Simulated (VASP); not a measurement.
# LiF (Fm-3m) in VASP: further runs, part 2 of 2

VASP 6.6.1.

## 4. Single point, PBE (strain +2.0%)

File INCAR:

```
PREC = Accurate
ENCUT = 520
EDIFF = 1E-7
ISMEAR = 0
SIGMA = 0.01
LREAL = F
LASPH = T
NELM = 60
ALGO = Normal
ISIF = 2
LWAVE = F
LCHARG = F
GGA = PE
NBANDS = 12
```

File KPOINTS:

```
Automatic mesh
0
Gamma
  6 6 6
```

File POSCAR:

```
LiF
1.0
    0.0000000000      2.0347691723      2.0347691723
    2.0347691723      0.0000000000      2.0347691723
    2.0347691723      2.0347691723      0.0000000000
Li F
1 1
Direct
    0.0000000000      0.0000000000      0.0000000000
    0.5000000000      0.5000000000      0.5000000000
```

Potentials or basis: VASP PAW PBE potentials, release 64 (Li_sv, F).

Command:

```
$ cat potpaw_PBE.64/Li_sv/POTCAR potpaw_PBE.64/F/POTCAR > POTCAR
$ mpirun -np 1 vasp_std > vasp.out
```

OUTCAR:

```text
PREC = Accurate
   ENCUT = 520
   EDIFF = 1E-7
   ISMEAR = 0
   LREAL = F
   LASPH = T
   NELM = 60
   ISIF = 2
   GGA = PE

 ion  position               nearest neighbor table
   1  0.000  0.000  0.000-   2 2.03   2 2.03   2 2.03   2 2.03   2 2.03   2 2.03
   2  0.500  0.500  0.500-   1 2.03   1 2.03   1 2.03   1 2.03   1 2.03   1 2.03

  LATTYP: Found a face centered cubic cell.
 ALAT       =     4.0695383446

  Lattice vectors:

 A1 = (   0.0000000000,   2.0347691723,   2.0347691723)
 A2 = (   2.0347691723,   0.0000000000,   2.0347691723)
 A3 = (   2.0347691723,   2.0347691723,   0.0000000000)

Analysis of symmetry for initial positions (statically):
=====================================================================
 Subroutine PRICEL returns:
 Original cell was already a primitive cell.

 Routine SETGRP: Setting up the symmetry group for a
 face centered cubic supercell.

 Subroutine GETGRP returns: Found 48 space group operations
 (whereof 48 operations were pure point group operations)
 out of a pool of 48 trial point group operations.

The static configuration has the point symmetry O_h .

Analysis of symmetry for dynamics (positions and initial velocities):
=====================================================================
 Subroutine PRICEL returns:
 Original cell was already a primitive cell.

 Routine SETGRP: Setting up the symmetry group for a
 face centered cubic supercell.

 Subroutine GETGRP returns: Found 48 space group operations
 (whereof 48 operations were pure point group operations)
 out of a pool of 48 trial point group operations.

The dynamic configuration has the point symmetry O_h .

 Subroutine INISYM returns: Found 48 space group operations
 (whereof 48 operations are pure point group operations),
 and found     1 'primitive' translations

----------------------------------------------------------------------------------------

                                     Primitive cell

  volume of cell :      16.8491

  direct lattice vectors                    reciprocal lattice vectors
     0.000000000  2.034769172  2.034769172    -0.245728118  0.245728118  0.245728118
     2.034769172  0.000000000  2.034769172     0.245728118 -0.245728118  0.245728118
     2.034769172  2.034769172  0.000000000     0.245728118  0.245728118 -0.245728118

  length of vectors
     2.877598160  2.877598160  2.877598160     0.425613586  0.425613586  0.425613586

  position of ions in fractional coordinates (direct lattice)
     0.000000000  0.000000000  0.000000000
     0.500000000  0.500000000  0.500000000

  ion indices of the primitive-cell ions
   primitive index   ion index
                 1           1
                 2           2

----------------------------------------------------------------------------------------

 KPOINTS: Automatic mesh

Automatic generation of k-mesh.
 Grid dimensions read from file:
 generate k-points for:    6    6    6

 Generating k-lattice:

  Cartesian coordinates                     Fractional coordinates (reciprocal lattice)
    -0.040954686  0.040954686  0.040954686     0.166666667  0.000000000  0.000000000
     0.040954686 -0.040954686  0.040954686     0.000000000  0.166666667  0.000000000
     0.040954686  0.040954686 -0.040954686     0.000000000  0.000000000  0.166666667

  Length of vectors
[... 29 lines left out ...]
   number of dos      NEDOS =    301   number of ions     NIONS =      2
   total plane-waves  NPLWV =  13824
   dimension x,y,z NGX =    24 NGY =   24 NGZ =   24
   dimension x,y,z NGXF=    48 NGYF=   48 NGZF=   48
   ions per type =               1   1
   NGX,Y,Z   is equivalent  to a cutoff of  13.87, 13.87, 13.87 a.u.
   NGXF,Y,Z  is equivalent  to a cutoff of  27.73, 27.73, 27.73 a.u.
 SYSTEM =  unknown system
   PREC   = accura    normal or accurate (medium, high low for compatibility)
   ISTART =      0    job   : 0-new  1-cont  2-samecut
   ICHARG =      2    charge: 1-file 2-atom 10-const
   ISPIN  =      1    spin polarized calculation?
   LNONCOLLINEAR =      F non collinear calculations
   LSORBIT =      F    spin-orbit coupling
   LASPH  =      T    aspherical Exc in radial PAW
   ENCUT  =  520.0 eV  38.22 Ry    6.18 a.u.   5.35  5.35  5.35*2*pi/ulx,y,z
   NELM   =     60;   NELMIN=  2; NELMDL= -5     # of ELM steps
   EDIFF  = 0.1E-06   stopping-criterion for ELM
   LREAL  =      F    real-space projection
   EDIFFG = 0.1E-05   stopping-criterion for IOM
   NSW    =      0    number of steps for IOM
   IBRION =     -1    ionic relax: 0-MD 1-quasi-New 2-CG
   NFREE  =      0    steps in history (QN), initial steepest desc. (CG)
   ISIF   =      2    stress and relaxation
   ISYM   =      2    0-nonsym 1-usesym 2-fastsym
   POTIM  = 0.5000    time-step for ionic-motion
   TEBEG  =    0.0;   TEEND  =   0.0 temperature during run
   PSTRESS=    0.0 pullay stress
   NELECT =      10.0000    total number of electrons
   NUPDOWN=      -1.0000    fix difference up-down
   EMIN   =  10.00;   EMAX   =-10.00  energy-range for DOS
   EFERMI =   0.00;   METHOD = LEGACY
   ISMEAR =     0;   SIGMA  =   0.01  broadening in eV -4-tet -1-fermi 0-gaus
   EFERMI_NEDOS =   21; number of points for ismear=-14 and -15
   IALGO  =     38    algorithm
   IMIX   =      4    mixing-type and parameters
     AMIX     =   0.40;   BMIX     =  1.00
     AMIX_MAG =   1.60;   BMIX_MAG =  1.00
  volume/ion in A,a.u.               =       8.42        56.85
  Fermi-wavevector in a.u.,A,eV,Ry     =   1.375782  2.599851 25.752790  1.892777
  Thomas-Fermi vector in A             =   2.501087
   LORBIT       =      0    0 simple, 1 ext, 2 COOP (PROOUT), +10 PAW based schemes
   GGA     = PE    functional components
   LHFCALC =     F    Hartree Fock is set to
   AEXX    =    0.0000 exact exchange contribution
   IVDW    =     0    specifies the selected vdW correction
   LEPSILON=     F    determine dielectric tensor
   LRPA    =     F    only Hartree local field effects (RPA)
 non-spin polarized calculation
 Gauss-broadening in eV      SIGMA  =   0.01
  energy-cutoff  :      520.00
  volume of cell :       16.85
 maximum number of plane-waves:       464
 NGX is ok and might be reduce to    24
   NGX = 11   NGY = 11   NGZ = 11

 number of electron      10.0000000 magnetization

 number of electron       9.9999992 magnetization

 Free energy of the ion-electron system (eV)
  ---------------------------------------------------
  ext. energy  EPLUGINS =         0.00000000
  ---------------------------------------------------
  free energy    TOTEN  =        -9.64092027 eV

  energy without entropy =       -9.64092027  energy(sigma->0) =       -9.64092027

 E-fermi :  -1.0772     XC(G=0):  -9.8334

 val. band max:       -1.2009583672   @ k =   0.0000   0.0000   0.0000
 cond. band min:       7.6182782545   @ k =   0.0000   0.0000   0.0000
 fundamental gap:      8.8192366216
 Fermi energy:        -1.0772413736

 k-point     1 :       0.0000    0.0000    0.0000
  band No.  band energies     occupation
      1     -42.1927      2.00000
      2     -21.0921      2.00000
      3      -1.2010      2.00000
      4      -1.2010      2.00000
      5      -1.2010      2.00000
      6       7.6183      0.00000
      7      22.3605      0.00000
      8      22.3605      0.00000
      9      22.3605      0.00000
     10      22.8198      0.00000
     11      22.8198      0.00000
     12      22.8198      0.00000
[... 211 lines left out ...]
 k-point    16 :      -0.3333    0.5000    0.1667
  band No.  band energies     occupation
      1     -42.1275      2.00000
      2     -20.4550      2.00000
      3      -3.6450      2.00000
      4      -2.6892      2.00000
      5      -2.0144      2.00000
      6      13.4107      0.00000
      7      14.0129      0.00000
      8      15.9209      0.00000
      9      17.8915      0.00000
     10      22.3900      0.00000
     11      29.9217      0.00000
     12      31.9702      0.00000

------------------------ aborting loop because EDIFF is reached ----------------------------------------

  FORCE on cell =-STRESS in cart. coord.  units (eV):
  Direction    XX          YY          ZZ          XY          YZ          ZX
  --------------------------------------------------------------------------------------
  -------------------------------------------------------------------------------------
  Total       -0.0546714     -0.0546714     -0.0546714      0.0000000      0.0000000      0.0000000
  in kB       -5.1987035     -5.1987035     -5.1987035      0.0000000      0.0000000      0.0000000
  external PRESSURE =      -5.1987035 kB  Pullay stress =       0.0000000 kB

 VOLUME and BASIS-vectors are now :
 -----------------------------------------------------------------------------
  energy-cutoff  :      520.00
  volume of cell :       16.85
      direct lattice vectors                 reciprocal lattice vectors
     0.000000000  2.034769172  2.034769172    -0.245728118  0.245728118  0.245728118
     2.034769172  0.000000000  2.034769172     0.245728118 -0.245728118  0.245728118
     2.034769172  2.034769172  0.000000000     0.245728118  0.245728118 -0.245728118

 POSITION                                       TOTAL-FORCE (eV/Angst)
 -----------------------------------------------------------------------------------
      0.00000      0.00000      0.00000         0.000000      0.000000      0.000000
      2.03477      2.03477      2.03477        -0.000000     -0.000000      0.000000
 -----------------------------------------------------------------------------------
    total drift:                               -0.000000     -0.000000      0.000000

  FREE ENERGIE OF THE ION-ELECTRON SYSTEM (eV)
  ---------------------------------------------------
  free  energy   TOTEN  =        -9.6409202690 eV

  energy  without entropy=       -9.6409202690  energy(sigma->0) =       -9.64092027
```

stdout:

```text
POSCAR found type information on POSCAR LiF
 POSCAR found :  2 types and       2 ions
 scaLAPACK will be used
 LDA part: xc-table for (Slater+PW92), standard interpolation
 POSCAR, INCAR and KPOINTS ok, starting setup
 FFT: planning ... GRIDC
 FFT: planning ... GRID_SOFT
 FFT: planning ... GRID
 WAVECAR not read
 entering main loop
```

It took 2 s on 1 thread of Intel Xeon 6975P-C (Granite Rapids), shared host; peak memory 0.12 GiB.

What came out:

| Item | Value |
| --- | --- |
| Free energy | -9.6409 eV |
| Band gap on the k mesh | 8.82 eV |

Levels at points of the mesh, in eV from the valence-band top:
| k point | band 2 | band 3 | band 4 | band 5 | band 6 | band 7 | band 8 | band 9 |
| --- | --- | --- | --- | --- | --- | --- | --- | --- |
| (0.00, 0.00, 0.00) | -19.89 | 0.00 | 0.00 | 0.00 | 8.82 | 23.56 | 23.56 | 23.56 |
| (0.50, 0.00, 0.00) | -19.48 | -2.43 | -0.22 | -0.22 | 10.61 | 16.38 | 18.65 | 18.65 |
| (0.50, 0.50, 0.00) | -19.24 | -2.88 | -0.95 | -0.95 | 14.52 | 16.33 | 17.08 | 19.88 |

Caveat: the k points lie up to 0.45 Å⁻¹ apart; the cell differs from its parent crystal (strain +2.0%); the cutoff is under 1.25 times the usual one of these potentials, so pressure, stress and relaxed cells hold a basis-set (Pulay) error.

## 5. Single point, PBE (strain +3.0%)

File INCAR:

```
PREC     = Accurate       # precision mode
ENCUT    = 520            # plane-wave cutoff, eV
EDIFF    = 1E-7           # SCF threshold, eV
ISMEAR   = 0              # smearing method
SIGMA    = 0.01           # smearing width, eV
LREAL    = F              # projectors in reciprocal space
LASPH    = T              # aspherical terms in the spheres
NELM     = 80             # most SCF steps
ALGO     = Normal         # electronic algorithm
ISIF     = 2              # what is computed and relaxed
LWAVE    = F              # write WAVECAR
LCHARG   = T              # write CHGCAR
GGA      = PE             # functional
LELF     = T              # ELF
LVHAR    = T            
NBANDS   = 12             # bands
```

File KPOINTS:

```
regular mesh
0
Gamma
  6 6 6
```

File POSCAR:

```
LiF
1.0
    0.0000000000      2.0547178897      2.0547178897
    2.0547178897      0.0000000000      2.0547178897
    2.0547178897      2.0547178897      0.0000000000
Li F
1 1
Direct
    0.0000000000      0.0000000000      0.0000000000
    0.5000000000      0.5000000000      0.5000000000
```

Command:

```
$ cat potpaw_PBE.64/Li_sv/POTCAR potpaw_PBE.64/F/POTCAR > POTCAR
$ mpirun -np 1 vasp_std > vasp.out
```

It took 2.2 s on 1 thread of Intel Xeon 6975P-C (Granite Rapids), shared host; peak memory 0.12 GiB.

Results (log left out):

| Quantity | Value |
| --- | --- |
| Free energy | -9.6379 eV |
| Band gap on the k mesh | 8.57 eV |

Levels at points of the mesh, in eV from the valence-band top:
| k point | band 2 | band 3 | band 4 | band 5 | band 6 | band 7 | band 8 | band 9 |
| --- | --- | --- | --- | --- | --- | --- | --- | --- |
| (0.00, 0.00, 0.00) | -19.81 | 0.00 | 0.00 | 0.00 | 8.57 | 23.18 | 23.18 | 23.18 |
| (0.50, 0.00, 0.00) | -19.43 | -2.34 | -0.21 | -0.21 | 10.46 | 16.04 | 18.42 | 18.42 |
| (0.50, 0.50, 0.00) | -19.20 | -2.76 | -0.91 | -0.91 | 14.26 | 16.19 | 16.73 | 19.54 |

Caveat: the k points lie up to 0.44 Å⁻¹ apart; the cell differs from its parent crystal (strain +3.0%); the cutoff is under 1.25 times the usual one of these potentials, so pressure, stress and relaxed cells hold a basis-set (Pulay) error.

## 6. Single point, PBE (strain +4.0%)

File INCAR:

```
PREC = Accurate ; ENCUT = 520
EDIFF = 1E-6 ; ISMEAR = 0
SIGMA = 0.01 ; LREAL = F
LASPH = T ; NELM = 100
ALGO = Normal ; ISIF = 2
LWAVE = F ; LCHARG = T
GGA = PE ; LELF = T
LVHAR = T ; NBANDS = 12
```

KPOINTS is that of step 5.

File POSCAR:

```
LiF
1.0
    0.0000000000      2.0746666070      2.0746666070
    2.0746666070      0.0000000000      2.0746666070
    2.0746666070      2.0746666070      0.0000000000
Li F
1 1
Direct
    0.0000000000      0.0000000000      0.0000000000
    0.5000000000      0.5000000000      0.5000000000
```

Potentials or basis: VASP PAW PBE potentials, release 64 (Li_sv, F).

Command:

```
$ cat potpaw_PBE.64/Li_sv/POTCAR potpaw_PBE.64/F/POTCAR > POTCAR
$ mpirun -np 1 vasp_std > vasp.out
```

Wall time 2.3 s (1 thread of Intel Xeon 6975P-C (Granite Rapids), shared host); peak memory 0.13 GiB.

Results (log left out):

```yaml
Free_energy: -9.6291 eV
Band_gap_on_the_k_mesh: 8.34 eV
```

Levels at points of the mesh, in eV from the valence-band top:
```csv
k point,band 1,band 2,band 3,band 4,band 5,band 6,band 7,band 8,band 9,band 10
"(0.00, 0.00, 0.00)",-41.14,-19.74,0.00,0.00,0.00,8.34,22.81,22.81,22.81,23.45
"(0.50, 0.00, 0.00)",-41.10,-19.37,-2.26,-0.20,-0.20,10.31,15.71,18.19,18.19,28.80
"(0.50, 0.50, 0.00)",-41.09,-19.17,-2.65,-0.87,-0.87,14.00,16.04,16.40,19.21,19.21
```

Caveat: the k points lie up to 0.44 Å⁻¹ apart; the cell differs from its parent crystal (strain +4.0%); the cutoff is under 1.25 times the usual one of these potentials, so pressure, stress and relaxed cells hold a basis-set (Pulay) error.

## 7. Summary

| cell | gap on the mesh (eV) |
| --- | --- |
| a = 2.793 Å, angles 60.0°, 2 atoms | 9.63 |
| a = 2.849 Å, angles 60.0°, 2 atoms | 9.08 |
| a = 2.878 Å, angles 60.0°, 2 atoms | 8.82 |
| a = 2.906 Å, angles 60.0°, 2 atoms | 8.57 |
| a = 2.934 Å, angles 60.0°, 2 atoms | 8.34 |

Alike in all rows: task single point; level PBE; potentials or basis VASP PAW PBE potentials, release 64 (Li_sv, F); no spin polarisation; k mesh 6 × 6 × 6; cutoff (eV) 520; smearing gaussian 0.01 eV.

Caveats: all runs use coarse meshes; the cutoff is under 1.25 times the usual one of these potentials, so pressure, stress and relaxed cells hold a basis-set (Pulay) error.

Absolute energies hang on the potentials; compare differences alone.
